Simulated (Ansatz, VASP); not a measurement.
V: VASP beside Ansatz

File INCAR:

```
SYSTEM = V
ALGO = Normal ; EDIFF = 1E-6
ENCUT = 520 ; ISIF = 2
ISMEAR = -1 ; LASPH = .TRUE.
LCHARG = .FALSE. ; LREAL = .FALSE.
LWAVE = .FALSE. ; NBANDS = 26
NELM = 100 ; PREC = Accurate
SIGMA = 0.1
```

KPOINTS

```
k-points
0
G
  9 9 15
  0 0 0
```

POSCAR

```
V
1.0
    4.4242282857      0.0000000000      0.0000000000
   -2.2121141428      3.8314940875      0.0000000000
    0.0000000000      0.0000000000      2.3425256560
V
3
Direct
    0.0000000000      1.0000000000      0.0000000000
    0.3333333333      0.6666666667      0.5000000000
    0.6666666667      0.3333333333      0.5000000000
```

Input for Ansatz:

```yaml
crystal:
  lattice:
    - [4.4242282857, 0.0, 0.0]
    - [-2.2121141428, 3.8314940875, 0.0]
    - [0.0, 0.0, 2.342525656]
  atoms:
    - { symbol: V, position: [0.0, 1.0, 0.0] }
    - { symbol: V, position: [0.3333333333, 0.6666666667, 0.5] }
    - { symbol: V, position: [0.6666666667, 0.3333333333, 0.5] }
hamiltonian:
  xc: lda
  pseudopotentials:
    kind: paw
    azcp:
      V: "pseudopotentials/V.paw.azcp"
basis:
  ecutwfc: 420
  fft_grid_basis: typed
kpoints:
  mp_grid: { grid: [9, 9, 15], shift: [0, 0, 0] }
magnetization:
  spin_polarized: false
scf:
  occupations: { method: fermi_dirac, width: 0.1 }
  lower_state_search: "off"
output:
  stress: true
  write_density: true
  write_potential: true
  elf: true
  volumetric_format: npy
```

Alike in both runs: task single point; functional LDA; k mesh 9 × 9 × 15; occupations fermi-dirac, width 0.1 eV; no spin polarisation.

```csv
,VASP,Ansatz
version,VASP 6.6.1,Ansatz 0.2.0
potentials or method,"VASP PAW LDA potentials, release 64 (V_sv), cutoff 520 eV","plane waves (420 eV) with PAW, scalar-relativistic"
valence electrons in the cell,39,39
```

Ansatz gave:

| Property | Result |
| --- | --- |
| pressure (GPa) | -7.6 |
| traceless stress, the component that is largest in VASP (GPa) | -0.06 |

**Question.** What did VASP give for the same quantities?

**Answer.** Pressure (GPa): -7.0; traceless stress, the component that is largest in VASP (GPa): 0.25.

Ansatz warns that its potentials were made for another functional, while VASP's fit it. LDA's correlation is that of Perdew and Zunger in VASP and of Perdew and Wang (1992) in Ansatz.
